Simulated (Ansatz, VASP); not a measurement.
## One calculation of CdSe, two programs

Contents of INCAR:

```
  ALGO = Normal
  EDIFF = 1E-6
  ENCUT = 520
  GGA = PS
  ISIF = 2
  ISMEAR = -1
  LASPH = True
  LCHARG = False
  LREAL = False
  LWAVE = False
  NBANDS = 16
  NELM = 60
  PREC = Accurate
  SIGMA = 0.05
```

File KPOINTS:

```
k-points
0
Gamma
  11 11 11
```

Contents of POSCAR:

```
CdSe
1.0
    0.0000000000      2.9303244279      2.9303244279
    2.9303244279      0.0000000000      2.9303244279
    2.9303244279      2.9303244279      0.0000000000
Cd Se
1 1
Direct
    0.0000000000      0.0000000000      0.0000000000
    0.5000000000      0.5000000000      0.5000000000
```

Input for Ansatz:

```yaml
crystal:
  lattice:
    - [0.0, 2.9303244279, 2.9303244279]
    - [2.9303244279, 0.0, 2.9303244279]
    - [2.9303244279, 2.9303244279, 0.0]
  atoms:
    - { symbol: Cd, position: [0.0, 0.0, 0.0] }
    - { symbol: Se, position: [0.5, 0.5, 0.5] }
kpoints:
  mp_grid: { grid: [11, 11, 11] }
scf:
  occupations: { method: fermi_dirac, width: 0.05 }
hamiltonian:
  xc: pbesol
  pseudopotentials: { kind: all_electron, lapw: { basis_error: 0.0005 } }
output:
  forces: true
  stress: true
  eigenvalues: true
```

Change from the starting cell: volume scaled by 1.06.

Alike in both runs: task single point; functional PBEsol; k mesh 11 × 11 × 11; occupations fermi-dirac, width 0.05 eV; no spin polarisation.

|  | VASP | Ansatz |
| --- | --- | --- |
| version | VASP 6.6.1 | Ansatz 0.2.0 |
| potentials or method | VASP PAW PBE potentials, release 64 (Cd, Se), cutoff 520 eV | all-electron LAPW, scalar-relativistic |

VASP gave:

* pressure (GPa): -6.2

Estimate Ansatz's values.

pressure (GPa): -6.4.

VASP's potentials were made for PBE, not for PBEsol. Ansatz ran all-electron here, and VASP with PAW potentials.
